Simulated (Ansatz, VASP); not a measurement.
# Na: VASP beside Ansatz

```
Na
1.0
     3.76229    0.00000    0.00000
    -1.88114    3.25824    0.00000
     0.00000    0.00000   12.19936
Na
4
Direct
  0.00000 0.00000 0.00000
  0.00000 0.00000 0.50000
  0.33333 0.66667 0.25000
  0.66667 0.33333 0.75000
```

Alike in both runs: functional BLYP; k mesh 10 × 10 × 3; occupations fermi-dirac, width 0.1 eV; no spin polarisation.

Ansatz relaxed the structure, and its values are those at the end. VASP's run is a single point on that final structure, the one shown.

|  | VASP | Ansatz |
| --- | --- | --- |
| version | VASP 6.6.1 | Ansatz 0.2.0 |
| potentials or method | VASP PAW PBE potentials, release 64 (Na_pv), cutoff 520 eV | plane waves (420 eV) with PAW, scalar-relativistic |
| valence electrons in the cell | 28 | 36 |

```tsv
	VASP	Ansatz	Ansatz less VASP
pressure (GPa)	0.0	0.0	+0.02
```

VASP's potentials were made for PBE, not for BLYP. With one functional, cell and mesh, what is left measures potentials, basis and numerics. VASP's potentials hold 28 valence electrons a cell and Ansatz's 36, so a difference there can come from the potentials and not from the codes.
